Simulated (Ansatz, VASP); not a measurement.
**ZnW2Se4 in VASP and in Ansatz**

```xyz
7
Lattice="3.3762 0.0000 0.0000 -1.6881 2.9239 0.0000 0.0000 0.0000 18.3102" Properties=species:S:1:pos:R:3 pbc="T T T"
W     0.0000    1.9492    4.4023
W     0.0000    0.0000   14.1768
Se    0.0000    0.0000    6.1278
Se    0.0000    1.9492   12.4512
Se    0.0000    1.9492   15.8971
Se    0.0000    0.0000    2.6783
Zn    0.0000    0.0000    9.3960
```

Alike in both runs: task single point; functional PBE; k mesh 9 × 9 × 2; occupations fermi-dirac, width 0.05 eV; no spin polarisation.

```csv
,VASP,Ansatz
version,VASP 6.6.1,Ansatz 0.2.0
potentials or method,"VASP PAW PBE potentials, release 64 (W_sv, Se, Zn)",Ansatz PAW
plane-wave cutoff (eV),520,420
valence electrons in the cell,64,104
```

Ansatz gave:

* gap on the k mesh at the Fermi level (eV): 0.39
* least direct gap on the mesh (eV): 0.39
* pressure (GPa): -5.3
* traceless stress, the component that is largest in VASP (GPa): -0.54
* rms of the force components (eV/Å): 0.427

Problem. What did VASP give for the same quantities?

Solution. gap on the k mesh at the Fermi level (eV): 0.39; least direct gap on the mesh (eV): 0.39; pressure (GPa): -5.1; traceless stress, the component that is largest in VASP (GPa): -0.50; rms of the force components (eV/Å): 0.413.

Atom by atom the forces differ by 0.015 eV/Å (rms over components). VASP's potentials hold 64 valence electrons a cell and Ansatz's 104, so a difference there can come from the potentials and not from the codes.

Neither program's run includes spin-orbit coupling. Noted on Ansatz's run: odd divisions of the mesh miss points on the zone boundary, where band edges often lie, so the gap on the mesh can be too wide.
